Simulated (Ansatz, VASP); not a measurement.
## GeW3 in VASP and in Ansatz

```
CELL_PARAMETERS angstrom
3.98299 0.00000 0.00000
0.00000 3.98299 0.00000
0.00000 0.00000 3.98299
ATOMIC_POSITIONS crystal
Ge 0.00000 0.00000 0.00000
W 0.00000 0.50000 0.50000
W 0.50000 0.00000 0.50000
W 0.50000 0.50000 0.00000
```

Alike in both runs: functional PBE; k mesh 12 × 12 × 12; occupations gaussian, width 0.1 eV; no spin polarisation.

Ansatz relaxed the structure, and its values are those at the end. VASP's run is a single point on that final structure, the one shown.

```csv
,VASP,Ansatz
version,VASP 6.6.1,Ansatz 0.2.0
potentials or method,"VASP PAW PBE potentials, release 64 (Ge_d, W_sv), cutoff 520 eV","scalar-relativistic, plane waves, PAW"
valence electrons in the cell,56,56
```

|  | VASP | Ansatz | Ansatz less VASP |
| --- | --- | --- | --- |
| gap on the k mesh at the Fermi level (eV) | none | none | - |
| pressure (GPa) | 0.4 | 0.0 | -0.42 |

A gap of «none» marks a metal or a gap that the smearing closes. With one functional, cell and mesh, what is left measures potentials, basis and numerics.

Neither program's run includes spin-orbit coupling.
